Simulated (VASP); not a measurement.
# KMgH3 (Pm-3m) in VASP: notebook

Runs on KMgH3. Level: LDA. Tasks: single point.

Everything below comes from runs of VASP 6.6.1. Logs are shortened: lines on timing, memory, paths and dates and some standing lists are left out, and cuts for length are marked.

### Step 1. The cell of the first run

Symmetry: Pm-3m, No. 221, cubic system. Conventional cell: a = 3.824 Å, b = 3.824 Å, c = 3.824 Å, α = 90.00°, β = 90.00°, γ = 90.00°. K (site symmetry m-3m) has 12 H at 2.70 Å and 8 Mg at 3.31 Å within 3.6 Å. Mg (site symmetry m-3m) has 6 H at 1.91 Å within 2.5 Å. H (site symmetry 4/mmm) has 2 Mg at 1.91 Å within 2.5 Å.

### Step 2. Single point, LDA (strain -0.050 along x and y, -0.050 along z)

File INCAR:

```
PREC     = Accurate       # precision mode
ENCUT    = 520            # plane-wave cutoff, eV
EDIFF    = 1E-7           # SCF threshold, eV
ISMEAR   = 0              # smearing method
SIGMA    = 0.05           # smearing width, eV
LREAL    = F              # projectors in reciprocal space
LASPH    = T              # aspherical terms in the spheres
NELM     = 100            # most SCF steps
ALGO     = Normal         # electronic algorithm
ISIF     = 2              # what is computed and relaxed
LWAVE    = F              # write WAVECAR
LCHARG   = F              # write CHGCAR
GGA      = CA             # functional
NBANDS   = 15             # bands
```

File KPOINTS:

```
Automatic mesh
0
Gamma
  8 8 8
```

File POSCAR:

```
KMgH3
1.0
    3.8237500000      0.0000000000      0.0000000000
    0.0000000000      3.8237500000      0.0000000000
    0.0000000000      0.0000000000      3.8237500000
K Mg H
1 1 3
Direct
    0.0000000000      0.0000000000      0.0000000000
    0.5000000000      0.5000000000      0.5000000000
    0.0000000000      0.5000000000      0.5000000000
    0.5000000000      0.0000000000      0.5000000000
    0.5000000000      0.5000000000      0.0000000000
```

Potentials or basis: VASP PAW LDA potentials, release 64 (K_sv, Mg, H).

Command:

```bash
cat potpaw_LDA.64/K_sv/POTCAR potpaw_LDA.64/Mg/POTCAR potpaw_LDA.64/H/POTCAR > POTCAR
mpirun -np 1 vasp_std > vasp.out
```

OUTCAR:

```text
PREC = Accurate
   ENCUT = 520
   EDIFF = 1E-7
   ISMEAR = 0
   LREAL = F
   LASPH = T
   NELM = 100
   ISIF = 2
   GGA = CA

 ion  position               nearest neighbor table
   1  0.000  0.000  0.000-   2 3.31   2 3.31   2 3.31   2 3.31   2 3.31   2 3.31   2 3.31   2 3.31

   2  0.500  0.500  0.500-   3 1.91   4 1.91   5 1.91   5 1.91   4 1.91   3 1.91   1 3.31   1 3.31
                             1 3.31   1 3.31   1 3.31   1 3.31   1 3.31   1 3.31
   3  0.000  0.500  0.500-   2 1.91   2 1.91
   4  0.500  0.000  0.500-   2 1.91   2 1.91
   5  0.500  0.500  0.000-   2 1.91   2 1.91

  LATTYP: Found a simple cubic cell.
 ALAT       =     3.8237500000

  Lattice vectors:

 A1 = (   3.8237500000,   0.0000000000,   0.0000000000)
 A2 = (   0.0000000000,   3.8237500000,   0.0000000000)
 A3 = (   0.0000000000,   0.0000000000,   3.8237500000)

Analysis of symmetry for initial positions (statically):
=====================================================================
 Subroutine PRICEL returns:
 Original cell was already a primitive cell.

 Routine SETGRP: Setting up the symmetry group for a
 simple cubic supercell.

 Subroutine GETGRP returns: Found 48 space group operations
 (whereof 48 operations were pure point group operations)
 out of a pool of 48 trial point group operations.

The static configuration has the point symmetry O_h .

Analysis of symmetry for dynamics (positions and initial velocities):
=====================================================================
 Subroutine PRICEL returns:
 Original cell was already a primitive cell.

 Routine SETGRP: Setting up the symmetry group for a
 simple cubic supercell.

 Subroutine GETGRP returns: Found 48 space group operations
 (whereof 48 operations were pure point group operations)
 out of a pool of 48 trial point group operations.

The dynamic configuration has the point symmetry O_h .

 Subroutine INISYM returns: Found 48 space group operations
 (whereof 48 operations are pure point group operations),
 and found     1 'primitive' translations

----------------------------------------------------------------------------------------

                                     Primitive cell

  volume of cell :      55.9073

  direct lattice vectors                    reciprocal lattice vectors
     3.823750000  0.000000000  0.000000000     0.261523374  0.000000000  0.000000000
     0.000000000  3.823750000  0.000000000     0.000000000  0.261523374  0.000000000
     0.000000000  0.000000000  3.823750000     0.000000000  0.000000000  0.261523374

  length of vectors
     3.823750000  3.823750000  3.823750000     0.261523374  0.261523374  0.261523374

  position of ions in fractional coordinates (direct lattice)
     0.000000000  0.000000000  0.000000000
     0.500000000  0.500000000  0.500000000
     0.000000000  0.500000000  0.500000000
     0.500000000  0.000000000  0.500000000
     0.500000000  0.500000000  0.000000000

  ion indices of the primitive-cell ions
   primitive index   ion index
                 1           1
                 2           2
                 3           3
                 4           4
                 5           5

----------------------------------------------------------------------------------------

 KPOINTS: Automatic mesh

Automatic generation of k-mesh.
 Grid dimensions read from file:
 generate k-points for:    8    8    8

 Generating k-lattice:

  Cartesian coordinates                     Fractional coordinates (reciprocal lattice)
     0.032690422  0.000000000  0.000000000     0.125000000  0.000000000  0.000000000
     0.000000000  0.032690422  0.000000000     0.000000000  0.125000000  0.000000000
     0.000000000  0.000000000  0.032690422     0.000000000  0.000000000  0.125000000

  Length of vectors
     0.032690422  0.032690422  0.032690422

  Shift w.r.t. Gamma in fractional coordinates (k-lattice)
     0.000000000  0.000000000  0.000000000

 Subroutine IBZKPT returns following result:
 ===========================================

 Found     35 irreducible k-points:

 Following reciprocal coordinates:
            Coordinates               Weight
  0.000000  0.000000  0.000000      1.000000
  0.125000  0.000000  0.000000      6.000000
  0.250000  0.000000  0.000000      6.000000
  0.375000  0.000000  0.000000      6.000000
  0.500000  0.000000  0.000000      3.000000
  0.125000  0.125000  0.000000     12.000000
[... 16 lines left out ...]
  0.375000  0.375000  0.125000     24.000000
  0.500000  0.375000  0.125000     24.000000
 [... further k-points ...]
   k-points           NKPTS =     35   k-points in BZ     NKDIM =     35   number of bands    NBANDS=     15
   number of dos      NEDOS =    301   number of ions     NIONS =      5
   total plane-waves  NPLWV =  21952
   dimension x,y,z NGX =    28 NGY =   28 NGZ =   28
   dimension x,y,z NGXF=    56 NGYF=   56 NGZF=   56
   ions per type =               1   1   3
   NGX,Y,Z   is equivalent  to a cutoff of  12.17, 12.17, 12.17 a.u.
   NGXF,Y,Z  is equivalent  to a cutoff of  24.35, 24.35, 24.35 a.u.
 SYSTEM =  unknown system
   PREC   = accura    normal or accurate (medium, high low for compatibility)
   ISTART =      0    job   : 0-new  1-cont  2-samecut
   ICHARG =      2    charge: 1-file 2-atom 10-const
   ISPIN  =      1    spin polarized calculation?
   LNONCOLLINEAR =      F non collinear calculations
   LSORBIT =      F    spin-orbit coupling
   LASPH  =      T    aspherical Exc in radial PAW
   ENCUT  =  520.0 eV  38.22 Ry    6.18 a.u.   7.11  7.11  7.11*2*pi/ulx,y,z
   NELM   =    100;   NELMIN=  2; NELMDL= -5     # of ELM steps
   EDIFF  = 0.1E-06   stopping-criterion for ELM
   LREAL  =      F    real-space projection
   EDIFFG = 0.1E-05   stopping-criterion for IOM
   NSW    =      0    number of steps for IOM
   IBRION =     -1    ionic relax: 0-MD 1-quasi-New 2-CG
   NFREE  =      0    steps in history (QN), initial steepest desc. (CG)
   ISIF   =      2    stress and relaxation
   ISYM   =      2    0-nonsym 1-usesym 2-fastsym
   POTIM  = 0.5000    time-step for ionic-motion
   TEBEG  =    0.0;   TEEND  =   0.0 temperature during run
   PSTRESS=    0.0 pullay stress
   NELECT =      14.0000    total number of electrons
   NUPDOWN=      -1.0000    fix difference up-down
   EMIN   =  10.00;   EMAX   =-10.00  energy-range for DOS
   EFERMI =   0.00;   METHOD = LEGACY
   ISMEAR =     0;   SIGMA  =   0.05  broadening in eV -4-tet -1-fermi 0-gaus
   EFERMI_NEDOS =   21; number of points for ismear=-14 and -15
   IALGO  =     38    algorithm
   IMIX   =      4    mixing-type and parameters
     AMIX     =   0.40;   BMIX     =  1.00
     AMIX_MAG =   1.60;   BMIX_MAG =  1.00
  volume/ion in A,a.u.               =      11.18        75.46
  Fermi-wavevector in a.u.,A,eV,Ry     =   1.031877  1.949965 14.487083  1.064771
  Thomas-Fermi vector in A             =   2.166047
   LORBIT       =      0    0 simple, 1 ext, 2 COOP (PROOUT), +10 PAW based schemes
   GGA     = CA    functional components
   LHFCALC =     F    Hartree Fock is set to
   AEXX    =    0.0000 exact exchange contribution
   IVDW    =     0    specifies the selected vdW correction
   LEPSILON=     F    determine dielectric tensor
   LRPA    =     F    only Hartree local field effects (RPA)
 non-spin polarized calculation
 Gauss-broadening in eV      SIGMA  =   0.05
  energy-cutoff  :      520.00
  volume of cell :       55.91
 maximum number of plane-waves:      1522
   NGX = 15   NGY = 15   NGZ = 15

 number of electron      13.9999997 magnetization

 Free energy of the ion-electron system (eV)
  ---------------------------------------------------
  ext. energy  EPLUGINS =         0.00000000
  ---------------------------------------------------
  free energy    TOTEN  =       -15.11003620 eV

  energy without entropy =      -15.11003620  energy(sigma->0) =      -15.11003620

 E-fermi :   0.6367     XC(G=0):  -9.3887

 val. band max:        0.3394804001   @ k =   0.5000   0.0000   0.0000
 cond. band min:       2.9373599369   @ k =   0.5000   0.5000   0.5000
 fundamental gap:      2.5978795368
 Fermi energy:         0.6367022537

 k-point     1 :       0.0000    0.0000    0.0000
  band No.  band energies     occupation
      1     -28.2249      2.00000
      2     -11.9086      2.00000
      3     -11.9086      2.00000
      4     -11.9086      2.00000
      5      -5.8213      2.00000
      6      -0.2960      2.00000
      7      -0.2960      2.00000
      8       6.4220      0.00000
      9       6.4220      0.00000
     10       6.4220      0.00000
     11       8.5732      0.00000
     12       8.5732      0.00000
     13       9.4675      0.00000
     14       9.4675      0.00000
     15       9.4675      0.00000

 k-point     2 :       0.1250    0.0000    0.0000
  band No.  band energies     occupation
      1     -28.2211      2.00000
      2     -11.9791      2.00000
      3     -11.9033      2.00000
      4     -11.9033      2.00000
      5      -5.6350      2.00000
      6      -0.5459      2.00000
      7      -0.2173      2.00000
      8       6.2935      0.00000
      9       6.2935      0.00000
     10       6.5116      0.00000
     11       8.0591      0.00000
     12       8.7687      0.00000
     13       9.5145      0.00000
     14       9.5145      0.00000
     15       9.5393      0.00000
[... 365 lines left out ...]
      3     -12.1733      2.00000
      4     -11.8962      2.00000
      5      -3.3937      2.00000
      6      -1.6204      2.00000
      7      -1.4879      2.00000
      8       4.5156      0.00000
      9       5.5301      0.00000
     10       6.9993      0.00000
     11       7.6442      0.00000
     12       8.5929      0.00000
     13       9.8961      0.00000
     14      10.7417      0.00000
     15      11.2778      0.00000

 k-point    24 :       0.5000    0.3750    0.1250
  band No.  band energies     occupation
      1     -28.1754      2.00000
      2     -12.2362      2.00000
      3     -12.1695      2.00000
      4     -11.8899      2.00000
      5      -3.1036      2.00000
      6      -1.9413      2.00000
      7      -1.4580      2.00000
      8       4.3003      0.00000
      9       5.7013      0.00000
     10       6.8626      0.00000
     11       7.3419      0.00000
     12       9.1916      0.00000
     13       9.6235      0.00000
     14      11.1252      0.00000
     15      11.3249      0.00000

 [... further k-points ...]
[... 5 lines left out ...]
  --------------------------------------------------------------------------------------
  -------------------------------------------------------------------------------------
  Total        1.0422373      1.0422373      1.0422373      0.0000000     -0.0000000      0.0000000
  in kB       29.8681769     29.8681769     29.8681769      0.0000000     -0.0000000      0.0000000
  external PRESSURE =      29.8681769 kB  Pullay stress =       0.0000000 kB

 VOLUME and BASIS-vectors are now :
 -----------------------------------------------------------------------------
  energy-cutoff  :      520.00
  volume of cell :       55.91
      direct lattice vectors                 reciprocal lattice vectors
     3.823750000  0.000000000  0.000000000     0.261523374  0.000000000  0.000000000
     0.000000000  3.823750000  0.000000000     0.000000000  0.261523374  0.000000000
     0.000000000  0.000000000  3.823750000     0.000000000  0.000000000  0.261523374

 POSITION                                       TOTAL-FORCE (eV/Angst)
 -----------------------------------------------------------------------------------
      0.00000      0.00000      0.00000         0.000000      0.000000      0.000000
      1.91187      1.91187      1.91187         0.000000      0.000000      0.000000
      0.00000      1.91187      1.91187         0.000000      0.000000      0.000000
      1.91187      0.00000      1.91187         0.000000      0.000000      0.000000
      1.91187      1.91187      0.00000         0.000000      0.000000      0.000000
 -----------------------------------------------------------------------------------
    total drift:                               -0.000000     -0.000000     -0.000000

  FREE ENERGIE OF THE ION-ELECTRON SYSTEM (eV)
  ---------------------------------------------------
  free  energy   TOTEN  =       -15.1100362014 eV

  energy  without entropy=      -15.1100362014  energy(sigma->0) =      -15.11003620
```

It took 8.8 s on 1 thread of Intel Xeon 6975P-C (Granite Rapids), shared host; peak memory 0.16 GiB.

What came out:

```
Free energy            : -15.1100 eV
Pressure               : 3.0 GPa
Band gap on the k mesh : 2.60 eV, indirect (least direct gap 5.04 eV)
```

Caveat: the cell differs from its parent crystal (strain -0.050 along x and y, -0.050 along z). A k mesh can miss the band edges.

### Step 3. Single point, LDA (strain -0.025 along x and y, -0.025 along z)

File INCAR:

```
PREC = Accurate
ENCUT = 520
EDIFF = 1E-7
ISMEAR = 0
SIGMA = 0.05
LREAL = F
LASPH = T
NELM = 60
ALGO = Normal
ISIF = 2
LWAVE = F
LCHARG = T
GGA = CA
LELF = T
LVHAR = T
NBANDS = 15
```

KPOINTS is that of step 2.

POSCAR: that of step 2 with these lines changed.

```diff
@@ -2,5 +2,5 @@
 1.0
-    3.8237500000      0.0000000000      0.0000000000
-    0.0000000000      3.8237500000      0.0000000000
-    0.0000000000      0.0000000000      3.8237500000
+    3.9243750000      0.0000000000      0.0000000000
+    0.0000000000      3.9243750000      0.0000000000
+    0.0000000000      0.0000000000      3.9243750000
 K Mg H
```

Potentials or basis: VASP PAW LDA potentials, release 64 (K_sv, Mg, H).

Command:

```bash
cat potpaw_LDA.64/K_sv/POTCAR potpaw_LDA.64/Mg/POTCAR potpaw_LDA.64/H/POTCAR > POTCAR
mpirun -np 1 vasp_std > vasp.out
```

Wall time 12 s (1 thread of Intel Xeon 6975P-C (Granite Rapids), shared host); peak memory 0.17 GiB.

The run converged. Its results:

| Item | Value |
| --- | --- |
| Free energy | -15.1438 eV |
| Pressure | -0.6 GPa |
| Band gap on the k mesh | 2.31 eV, indirect (least direct gap 4.61 eV) |

Levels at points of the mesh, in eV from the valence-band top:
```tsv
k point	band 5	band 6	band 7	band 8	band 9	band 10
(0.00, 0.00, 0.00)	-5.89	-0.56	-0.56	5.77	5.77	5.77
(0.50, 0.00, 0.00)	-4.03	-3.04	0.00	5.16	5.16	5.53
(0.50, 0.50, 0.00)	-3.18	-2.04	-2.04	3.30	6.46	6.66
(0.50, 0.50, 0.50)	-2.30	-2.30	-2.30	2.31	5.59	5.59
```

Caveat: the cell differs from its parent crystal (strain -0.025 along x and y, -0.025 along z).
